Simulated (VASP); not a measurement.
# Ti in VASP: a series of runs, part 2 of 2

VASP 6.6.1.

### 6 Single point, PBE (strain -0.040 along x and y, -0.080 along z)

Contents of INCAR:

```
SYSTEM = Ti
PREC = Accurate
ENCUT = 520
EDIFF = 1E-6
ISMEAR = 0
SIGMA = 0.15
LREAL = .FALSE.
LASPH = .TRUE.
NELM = 80
ALGO = Normal
ISIF = 2
LWAVE = .FALSE.
LCHARG = .FALSE.
GGA = PE
NBANDS = 12
```

Contents of KPOINTS:

```
regular mesh
0
G
  20 20 20
  0 0 0
```

Contents of POSCAR:

```
Ti
1.0
    0.0000000000      1.9488000000      1.8676000000
    1.9488000000      0.0000000000      1.8676000000
    1.9488000000      1.9488000000      0.0000000000
Ti
1
Direct
    0.0000000000      0.0000000000      0.0000000000
```

Potentials or basis: VASP PAW PBE potentials, release 64 (Ti_sv).

The run is started by

```sh
> cat potpaw_PBE.64/Ti_sv/POTCAR > POTCAR
> mpirun -np 1 vasp_std > vasp.out
```

OUTCAR:

```text
SYSTEM = Ti
   PREC = Accurate
   ENCUT = 520
   EDIFF = 1E-6
   ISMEAR = 0
   LREAL = .FALSE.
   LASPH = .TRUE.
   NELM = 80
   ISIF = 2
   GGA = PE

 ion  position               nearest neighbor table
   1  0.000  0.000  0.000-

  LATTYP: Found a body centered tetragonal cell.
 ALAT       =     2.7560193904
 C/A-ratio  =     1.3552879973

  Lattice vectors:

 A1 = (   0.0000000000,  -1.9488000000,  -1.8676000000)
 A2 = (   0.0000000000,   1.9488000000,  -1.8676000000)
 A3 = (   1.9488000000,   0.0000000000,   1.8676000000)

Analysis of symmetry for initial positions (statically):
=====================================================================
 Subroutine PRICEL returns:
 Original cell was already a primitive cell.

 Routine SETGRP: Setting up the symmetry group for a
 body centered tetragonal supercell.

 Subroutine GETGRP returns: Found 16 space group operations
 (whereof 16 operations were pure point group operations)
 out of a pool of 16 trial point group operations.

The static configuration has the point symmetry D_4h.

Analysis of symmetry for dynamics (positions and initial velocities):
=====================================================================
 Subroutine PRICEL returns:
 Original cell was already a primitive cell.

 Routine SETGRP: Setting up the symmetry group for a
 body centered tetragonal supercell.

 Subroutine GETGRP returns: Found 16 space group operations
 (whereof 16 operations were pure point group operations)
 out of a pool of 16 trial point group operations.

The dynamic configuration has the point symmetry D_4h.

 Subroutine INISYM returns: Found 16 space group operations
 (whereof 16 operations are pure point group operations),
 and found     1 'primitive' translations

----------------------------------------------------------------------------------------

                                     Primitive cell

[... 113 lines left out ...]
   GGA     = PE    functional components
   LHFCALC =     F    Hartree Fock is set to
   AEXX    =    0.0000 exact exchange contribution
   IVDW    =     0    specifies the selected vdW correction
   LEPSILON=     F    determine dielectric tensor
   LRPA    =     F    only Hartree local field effects (RPA)
 non-spin polarized calculation
 Gauss-broadening in eV      SIGMA  =   0.15
  energy-cutoff  :      520.00
  volume of cell :       14.19
 maximum number of plane-waves:       394
   NGX =  9   NGY =  9   NGZ = 11

 number of electron      11.9999996 magnetization

 Free energy of the ion-electron system (eV)
  ---------------------------------------------------
  ext. energy  EPLUGINS =         0.00000000
  ---------------------------------------------------
  free energy    TOTEN  =        -7.52788279 eV

  energy without entropy =       -7.51272725  energy(sigma->0) =       -7.52030502

 E-fermi :  10.5538     XC(G=0): -12.4855

 val. band max:       10.5524946601   @ k =  -0.4500   0.1500   0.3500
 cond. band min:      10.5544496381   @ k =  -0.3000   0.1000   0.0500
 fundamental gap:      0.0019549779
 Fermi energy:        10.5537846959

 k-point     1 :       0.0000    0.0000    0.0000
  band No.  band energies     occupation
      1     -45.8690      2.00000
      2     -21.4006      2.00000
      3     -21.4006      2.00000
      4     -21.3917      2.00000
      5       4.0502      2.00000
      6      11.4018      0.00000
      7      11.4018      0.00000
      8      11.8034      0.00000
      9      13.4098      0.00000
     10      13.8932      0.00000
     11      26.9686      0.00000
     12      31.9848      0.00000
[... 331 lines left out ...]
 k-point    24 :      -0.3500    0.0500    0.0000
  band No.  band energies     occupation
      1     -45.6401      2.00000
      2     -22.4498      2.00000
      3     -21.5511      2.00000
      4     -21.5323      2.00000
      5       7.2977      2.00000
      6      10.8393      0.00710
      7      11.3710      0.00000
      8      11.7227      0.00000
      9      14.3774      0.00000
     10      14.8041      0.00000
     11      22.9156      0.00000
     12      27.0229      0.00000

 [... further k-points ...]

------------------------ aborting loop because EDIFF is reached ----------------------------------------

  FORCE on cell =-STRESS in cart. coord.  units (eV):
  Direction    XX          YY          ZZ          XY          YZ          ZX
  --------------------------------------------------------------------------------------
  -------------------------------------------------------------------------------------
  Total        2.6154926      2.6154926      2.7381824      0.0000000     -0.0000000     -0.0000000
  in kB      295.4035293    295.4035293    309.2605668      0.0000000     -0.0000000     -0.0000000
  external PRESSURE =     300.0225418 kB  Pullay stress =       0.0000000 kB

 VOLUME and BASIS-vectors are now :
 -----------------------------------------------------------------------------
  energy-cutoff  :      520.00
  volume of cell :       14.19
      direct lattice vectors                 reciprocal lattice vectors
     0.000000000  1.948800000  1.867600000    -0.256568144  0.256568144  0.267723281
     1.948800000  0.000000000  1.867600000     0.256568144 -0.256568144  0.267723281
     1.948800000  1.948800000  0.000000000     0.256568144  0.256568144 -0.267723281

 POSITION                                       TOTAL-FORCE (eV/Angst)
 -----------------------------------------------------------------------------------
      0.00000      0.00000      0.00000         0.000000      0.000000      0.000000
 -----------------------------------------------------------------------------------
    total drift:                               -0.000000     -0.000000     -0.000000

  FREE ENERGIE OF THE ION-ELECTRON SYSTEM (eV)
  ---------------------------------------------------
  free  energy   TOTEN  =        -7.5278827890 eV

  energy  without entropy=       -7.5127272512  energy(sigma->0) =       -7.52030502
```

stdout:

```text
POSCAR found type information on POSCAR Ti
 POSCAR found :  1 types and       1 ions
 scaLAPACK will be used
 LDA part: xc-table for (Slater+PW92), standard interpolation
 POSCAR, INCAR and KPOINTS ok, starting setup
 FFT: planning ... GRIDC
 FFT: planning ... GRID_SOFT
 FFT: planning ... GRID
 WAVECAR not read
 entering main loop
```

Run time: 40 s. Hardware: 1 thread of AMD EPYC 9R45 (Zen 5), shared host; peak memory 0.18 GiB.

What came out:

```yaml
Free_energy: -7.5279 eV
Pressure: 30.0 GPa
Band_gap_on_the_k_mesh: zero (bands 6 and 7 overlap by 1.46 eV)
```

Caveat: the cell differs from its parent crystal (strain -0.040 along x and y, -0.080 along z); the cell stands under pressure.

### 7 Single point, PBE (strain -0.040 along x and y, +0.000 along z)

Contents of INCAR:

```
PREC = Accurate
ENCUT = 520
EDIFF = 1E-7
ISMEAR = 0
SIGMA = 0.15
LREAL = F
LASPH = T
NELM = 80
ALGO = Fast
ISIF = 2
LWAVE = F
LCHARG = T
GGA = PE
LELF = T
LVHAR = T
NBANDS = 12
```

Contents of KPOINTS:

```
Automatic mesh
0
Gamma
  20 20 20
```

Contents of POSCAR:

```
Ti
1.0
    0.0000000000      1.9488000000      2.0300000000
    1.9488000000      0.0000000000      2.0300000000
    1.9488000000      1.9488000000      0.0000000000
Ti
1
Direct
    0.0000000000      0.0000000000      0.0000000000
```

The run is started by

```sh
> cat potpaw_PBE.64/Ti_sv/POTCAR > POTCAR
> mpirun -np 1 vasp_std > vasp.out
```

It took 2.6 min on 1 thread of AMD EPYC 9R45 (Zen 5), shared host; peak memory 0.2 GiB.

It converged, with:

| Quantity | Value |
| --- | --- |
| Free energy | -7.7000 eV |
| Pressure | 15.3 GPa |
| Band gap on the k mesh | zero (bands 6 and 7 overlap by 1.38 eV) |

Stress tensor (GPa, compression positive):
```
15.80  0.00  0.00
 0.00 15.80  0.00
 0.00  0.00 14.37
```

Levels at points of the mesh, in eV from the Fermi level:
```
           k point  band 2  band 3  band 4  band 5  band 6  band 7  band 8  band 9  band 10  band 11
(0.00, 0.00, 0.00)  -32.22  -32.21  -32.21   -6.36    0.70    1.08    1.08    2.63     3.07    15.94
(0.50, 0.00, 0.00)  -33.19  -32.36  -32.30   -2.87    0.60    0.99    1.00    4.04     4.20     9.50
(0.50, 0.50, 0.00)  -33.12  -32.50  -32.50   -3.01   -1.99    2.92    4.14    4.44     4.44    11.56
(0.50, 0.00, 0.50)  -33.12  -32.61  -32.53   -3.02   -2.08    3.74    4.09    4.30     4.60    12.52
```

Caveat: the cell differs from its parent crystal (strain -0.040 along x and y, +0.000 along z); the cell stands under pressure.

### 8 Summary

| cell | gap on the mesh (eV) | pressure (GPa) |
| --- | --- | --- |
| a = 2.641 Å, angles 60.0°, 1 atom | none | 48.9 |
| a = 3.101 Å, angles 60.0°, 1 atom | none | -14.7 |
| a = 2.699, b = 2.699, c = 2.641 Å, angles 60.7, 60.7, 58.6°, 1 atom | none | 38.9 |
| a = 2.758, b = 2.758, c = 2.641 Å, angles 61.4, 61.4, 57.2°, 1 atom | none | 30.2 |
| a = 2.699, b = 2.699, c = 2.756 Å, angles 59.3, 59.3, 61.4°, 1 atom | none | 30.0 |
| a = 2.814, b = 2.814, c = 2.756 Å, angles 60.7, 60.7, 58.6°, 1 atom | none | 15.3 |

Alike in all rows: task single point; level PBE; potentials or basis VASP PAW PBE potentials, release 64 (Ti_sv); no spin polarisation; k mesh 20 × 20 × 20; cutoff (eV) 520; smearing gaussian 0.15 eV.

Caveats: the cell stands under pressure (at least some runs); the cell stands under tension (at least some runs).

Absolute energies hang on the potentials; compare differences alone.
